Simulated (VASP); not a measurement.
A run of VASP 6.6.1:

Contents of INCAR:

```
SYSTEM = AlSi2Cl
  PREC = Accurate
  ENCUT = 600
  EDIFF = 1E-6
  ISMEAR = 0
  SIGMA = 0.1
  LREAL = .False.
  LASPH = .True.
  NELM = 100
  ALGO = Normal
  ISIF = 3
  LWAVE = .False.
  LCHARG = .False.
  GGA = PE
  IBRION = 2
  NSW = 100
  EDIFFG = -0.01
```

Contents of KPOINTS:

```
Automatic mesh
0
Gamma
  12 12 10
  0 0 0
```

File POSCAR:

```
AlSi2Cl
1.0
    4.4888849205      0.0000000000      0.0000000000
   -2.2444424603      3.8874883758      0.0000000000
    0.0000000000      0.0000000000      5.1146918592
Al Si Cl
1 2 1
Direct
    0.0000000000      0.0000000000      0.5000000000
    0.3333333333      0.6666666667      0.5000000000
    0.6666666667      0.3333333333      0.5000000000
    0.0000000000      0.0000000000      0.0000000000
```

Potentials or basis: VASP PAW PBE potentials, release 64 (Al, Si, Cl).

Launch:

```sh
$ cat potpaw_PBE.64/Al/POTCAR potpaw_PBE.64/Si/POTCAR potpaw_PBE.64/Cl/POTCAR > POTCAR
$ mpirun -np 1 vasp_std > vasp.out
```

Hardware: 1 thread of AMD EPYC 7R43 64-Core Processor (Zen 3), with other jobs on the host.

**Question.** Estimate the wall time of this run.

**Answer.** It took 5.2 min on 1 thread of AMD EPYC 7R43 64-Core Processor (Zen 3) (shared host), peak memory 0.31 GiB. Counts: scf iterations 22, k points 114, ion steps 3.
